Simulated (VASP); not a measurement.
# H7C2N in VASP: further runs, part 3 of 3

VASP 6.6.1.

## (5) Single point, PBE

The input, INCAR:

```
ALGO = Normal
EDIFF = 1E-6
ENCUT = 520
GGA = PE
GGA_COMPAT = F
ISIF = 2
ISMEAR = -1
LASPH = T
LCHARG = F
LREAL = F
LWAVE = F
NBANDS = 51
NELM = 120
PREC = Accurate
SIGMA = 0.05
```

The input, KPOINTS:

```
k-points
0
Gamma
  1 1 1
```

The input, POSCAR:

```
H7C2N
1.0
    6.8873110000      0.0000000000      0.0000000000
    0.0000000000      6.8873110000      0.0000000000
    0.0000000000      0.0000000000      6.8873110000
C H N
6 21 3
Direct
    0.2130294392      0.4351335376      0.3824714754
    0.0337141738      0.4078369628      0.3327133042
    0.5123625171      0.8418960607      0.5403560257
    0.3829215785      0.9519970857      0.4527601556
    0.0219388960      0.8046246206      0.7265825516
    0.0362841173      0.9759687053      0.7971325819
    0.2413568953      0.5013858094      0.5279709309
    0.3491348075      0.4034085291      0.3117617311
   -0.0821801135      0.4649855364      0.4172165305
    0.0016406984      0.3587757254      0.1929635528
    0.5251977150      0.8328649599      0.6963240080
    0.6128807019      0.7459369847      0.4778207344
    0.2959210060      1.0688496570      0.5171539371
    0.3594581398      0.9524181498      0.2987668192
   -0.0077388693      0.7881740784      0.5741573163
    0.0568001067      0.6711472736      0.7908456581
    0.0258301099      1.1044078015      0.6999538717
    0.0441101033      0.9884263975      0.9524036304
    0.6910824849      0.0911531365      0.8669421201
    0.4949536909      0.0728731431      1.0029458522
    0.5226568105      0.2400356249      0.8359866427
    0.8110131806      0.9661245151      0.2274617772
    0.9854353898      0.8154706532      0.1650571609
    0.7691681122      0.7709830440      0.1034511147
    0.2906068856      0.6509797510      1.0866359890
    0.3792771954      0.6069277255      0.8585498753
    0.4777045788      0.4970444924      1.0327252537
    0.6001471402      0.1664365091      0.9438371521
    0.8484152959      0.8257359077      0.2098061203
    0.4156629489      0.6223328669      0.9999112861
```

Started as:

```bash
> cat potpaw_PBE.64/C/POTCAR potpaw_PBE.64/H/POTCAR potpaw_PBE.64/N/POTCAR > POTCAR
> mpirun -np 1 vasp_gam > vasp.out
```

It took 52 s on 1 thread of AMD EPYC 7R43 (Zen 3), shared host; peak memory 0.32 GiB.

It converged, with:

```yaml
Free_energy: -153.6174 eV
Pressure: 4.1 GPa
Largest_force: 3.717 eV/Å
Band_gap_on_the_k_mesh: 4.44 eV
```

Forces in eV/Å, atoms in the order of the input:
```
C    2.215  0.910  2.843
C   -0.655  0.274 -0.453
C   -0.384  0.044  1.296
C   -0.385  1.140 -0.375
C   -0.203 -1.676 -2.714
C   -0.139  2.737  0.826
H   -0.103 -0.238 -0.564
H   -0.019 -0.412 -0.674
H   -0.786  0.077  0.594
H   -0.714 -0.862 -1.636
H   -0.088  0.578  0.621
H    0.651 -0.904 -1.358
H    0.075 -0.577  0.491
H    0.289 -0.234 -0.887
H    0.003 -0.088 -0.787
H   -0.123 -1.301  1.382
H   -0.185 -0.276  0.677
H    0.483  0.765  0.543
H    1.663 -1.713 -1.060
H    0.999  0.416 -0.474
H    0.340 -0.235  0.640
H   -0.029  0.483 -0.019
H    1.003  0.128 -0.066
H   -1.124 -0.527 -1.010
H    1.474 -0.701 -1.100
H   -0.449  0.336 -0.299
H    0.487 -1.234  0.872
N   -3.016  1.602  0.887
N    0.029 -0.148  1.350
N   -1.310  1.637  0.455
```

Stress tensor (GPa, compression positive):
```
 3.05 -0.62  0.47
-0.62  4.11  1.91
 0.47  1.91  5.21
```

Levels at points of the mesh, in eV from the valence-band top:
| k point | band 26 | band 27 | band 28 | band 29 | band 30 | band 31 | band 32 | band 33 | band 34 | band 35 |
| --- | --- | --- | --- | --- | --- | --- | --- | --- | --- | --- |
| (0.00, 0.00, 0.00) | -1.14 | -0.78 | -0.48 | -0.32 | 0.00 | 4.44 | 4.58 | 4.75 | 5.15 | 6.50 |

Caveat: the k points lie up to 0.91 Å⁻¹ apart.

## (6) Single point, PBE

INCAR is that of step 5.

KPOINTS is that of step 5.

The input, POSCAR:

```
H7C2N
1.0
    6.8873110000      0.0000000000      0.0000000000
    0.0000000000      6.8873110000      0.0000000000
    0.0000000000      0.0000000000      6.8873110000
C H N
6 21 3
Direct
    0.1802154716      0.4067625231      0.3671534507
   -0.0165086200      0.3761700321      0.3726272852
    0.4637368633      0.8601905737      0.5214662152
    0.3961052434      0.9946116852      0.3942903116
   -0.0095102428      0.8129442681      0.7430040548
    0.0654246628      0.9778562345      0.8229336529
    0.2659092932      0.4941986793      0.4696317619
    0.2622213517      0.3688231880      0.2405438058
   -0.1248527909      0.4218627560      0.4838608275
   -0.0696643436      0.3048069123      0.2318321330
    0.3577158052      0.7673531804      0.6008005156
    0.6086119822      0.8348105669      0.5767417792
    0.2343004403      1.0146630521      0.3721917015
    0.4864307710      1.0907304752      0.3094531378
   -0.0331769540      0.7979021130      0.5826947556
   -0.0432098972      0.6795830768      0.8261714913
    0.1087797545      1.0964801793      0.7285426780
    0.0644518594      0.9748652268      0.9767237170
    0.6252367579      0.0181928767      0.9265299621
    0.5163118088      0.1940960703      0.8117101144
    0.7507138853      0.1835404267      0.7879853255
    0.8718642152      0.9416882728      0.2381771347
    0.9532893171      0.7164044139      0.2351861271
    0.7403615141      0.7841957478      0.1226022754
    0.4683540499      0.6790022986      1.1576216030
    0.3477990176      0.6671689430      0.9621171456
    0.5215823708      0.4974365177      1.0283548979
    0.6434151151      0.1677142211      0.8901006503
    0.8259246606      0.7976552823      0.2456982123
    0.4885796503      0.6489034690      1.0221550907
```

Potentials or basis: VASP PAW PBE potentials, release 64 (C, H, N).

Started as:

```bash
> cat potpaw_PBE.64/C/POTCAR potpaw_PBE.64/H/POTCAR potpaw_PBE.64/N/POTCAR > POTCAR
> mpirun -np 1 vasp_gam > vasp.out
```

Wall time 52 s (1 thread of AMD EPYC 7R43 (Zen 3), shared host); peak memory 0.33 GiB.

Results (log left out):

* Free energy: -153.9056 eV
* Pressure: -1.7 GPa
* Largest force: 3.445 eV/Å
* Band gap on the k mesh: 4.11 eV

Forces on the atoms (eV/Å):
```
C   -1.839  0.765  0.821
C    1.244 -0.339 -1.504
C   -1.478  0.246  0.148
C   -0.781 -0.999  0.834
C    0.650  0.577 -0.744
C   -1.214 -2.347 -1.528
H   -0.357 -0.315  0.254
H    0.199 -0.425 -0.570
H    0.781 -0.206 -0.466
H   -0.133  0.497  1.466
H    0.226  0.499 -0.403
H    0.450  0.286 -0.635
H    1.203 -0.338  0.104
H    0.374  0.228 -0.094
H    0.231  0.110  0.831
H   -0.093  0.593  0.048
H    0.029  0.343  0.273
H    0.531  0.660  1.179
H    0.633  1.418 -0.581
H    0.591  0.032  0.382
H   -0.054 -0.475  0.275
H   -0.223 -0.590  0.310
H   -0.839  0.270 -0.271
H    0.440 -0.495  0.298
H   -0.310  0.929  2.881
H    1.344 -0.427  0.261
H   -0.373  1.417 -0.555
N   -1.344 -0.812 -0.028
N    0.864  0.861 -0.255
N   -0.751 -1.961 -2.730
```

Stress tensor (GPa, compression positive):
```
-2.73 -0.21 -1.15
-0.21 -2.97  1.43
-1.15  1.43  0.67
```

Levels at points of the mesh, in eV from the valence-band top:
| k point | band 28 | band 29 | band 30 | band 31 | band 32 | band 33 |
| --- | --- | --- | --- | --- | --- | --- |
| (0.00, 0.00, 0.00) | -0.56 | -0.36 | 0.00 | 4.11 | 4.25 | 4.61 |

Caveat: the k points lie up to 0.91 Å⁻¹ apart.

## (7) Single point, PBE

The input, INCAR:

```
SYSTEM = H7C2N
  ALGO = Normal
  EDIFF = 1E-6
  ENCUT = 520
  GGA = PE
  GGA_COMPAT = .False.
  ISIF = 2
  ISMEAR = -1
  LASPH = .True.
  LCHARG = .False.
  LREAL = .False.
  LWAVE = .False.
  NBANDS = 51
  NELM = 120
  PREC = Accurate
  SIGMA = 0.05
```

The input, KPOINTS:

```
k-points
0
Gamma
  1 1 1
  0 0 0
```

The input, POSCAR:

```
H7C2N
1.0
    6.8873110000      0.0000000000      0.0000000000
    0.0000000000      6.8873110000      0.0000000000
    0.0000000000      0.0000000000      6.8873110000
C H N
6 21 3
Direct
    0.0926486404      0.3788270923      0.3321180066
   -0.0627240443      0.3075801282      0.4217030420
    0.4262476313      0.8472392201      0.4817555066
    0.4110022039      0.9715983495      0.3344846777
   -0.0106282408      0.8332860241      0.7756728279
    0.1090120658      0.9583856457      0.8547167392
    0.2442753057      0.3321615649      0.3652078438
    0.0924308486      0.4954618718      0.2207973475
   -0.0774758102      0.1831048431      0.5117236611
   -0.2061762566      0.3695636802      0.3843735240
    0.2913183389      0.7563764726      0.5184461686
    0.5396300530      0.8439723428      0.5922485568
    0.2921604673      0.9757509135      0.2245578862
    0.5302359658      1.0709985363      0.3104985385
   -0.0046462255      0.7919491366      0.6244091489
   -0.1454849360      0.8022579494      0.8515224592
    0.2464532239      1.0148953634      0.7816693627
    0.0901803331      0.9880779306      1.0065902353
    0.4702996569      0.2380029013      0.8784415282
    0.6431682844      0.2170513282      0.7133553284
    0.6763742773      0.1460511947      0.9445921638
    0.8842493101      0.9844625863      0.2532773676
    1.0022924767      0.7778943045      0.2189533767
    0.7757309057      0.7576977430      0.2387288740
    0.4696172425      0.5630354140      1.1386011173
    0.4520341829      0.7134279256      0.9539426926
    0.6018749553      0.5254881041      0.9391183293
    0.6205179351      0.2520867723      0.8532938327
    0.8919591405      0.8431156949      0.2961823562
    0.5495178017      0.6290844134      1.0262640964
```

Started as:

```bash
> cat potpaw_PBE.64/C/POTCAR potpaw_PBE.64/H/POTCAR potpaw_PBE.64/N/POTCAR > POTCAR
> mpirun -np 1 vasp_gam > vasp.out
```

Run time: 48 s. Hardware: 1 thread of AMD EPYC 7R43 (Zen 3), shared host; peak memory 0.32 GiB.

Results (log left out):

| Quantity | Value |
| --- | --- |
| Free energy | -154.0295 eV |
| Pressure | 0.2 GPa |
| Largest force | 2.682 eV/Å |
| Band gap on the k mesh | 3.96 eV |

Forces on the atoms (eV/Å):
```
C    1.339  0.155  0.003
C   -1.081  1.062 -1.267
C   -2.518 -0.688  0.616
C    0.228 -0.084 -0.331
C   -1.113  0.101 -0.832
C    2.274  0.525 -0.175
H   -0.647 -0.199 -0.055
H   -0.442 -0.335  0.537
H    0.688 -0.688  0.884
H    0.222  0.033 -0.023
H    1.390  0.438 -0.415
H    0.260  0.112 -0.324
H    0.469 -0.089  0.823
H    0.254  0.339 -0.297
H    0.084 -0.218 -0.339
H   -0.038 -0.578  0.259
H   -1.175 -0.473  0.536
H   -0.073  0.689  0.564
H    1.018  0.255 -0.436
H    0.193 -0.433 -0.458
H    0.167  0.346 -0.732
H   -0.242 -0.179 -0.273
H    0.127  0.558  0.345
H    0.506  1.437  0.433
H    0.703  0.440 -0.947
H   -0.040  0.015 -0.115
H    0.202 -0.915 -0.605
N   -1.293 -0.505  1.403
N   -0.577 -1.836 -0.679
N   -0.886  0.718  1.900
```

Stress tensor (GPa, compression positive):
```
-1.49 -0.94  0.10
-0.94  1.24  1.42
 0.10  1.42  0.91
```

Levels at points of the mesh, in eV from the valence-band top:
| k point | band 26 | band 27 | band 28 | band 29 | band 30 | band 31 | band 32 | band 33 | band 34 | band 35 |
| --- | --- | --- | --- | --- | --- | --- | --- | --- | --- | --- |
| (0.00, 0.00, 0.00) | -1.27 | -1.16 | -1.09 | -0.42 | 0.00 | 3.96 | 4.23 | 4.43 | 4.66 | 6.37 |

Caveat: the k points lie up to 0.91 Å⁻¹ apart.
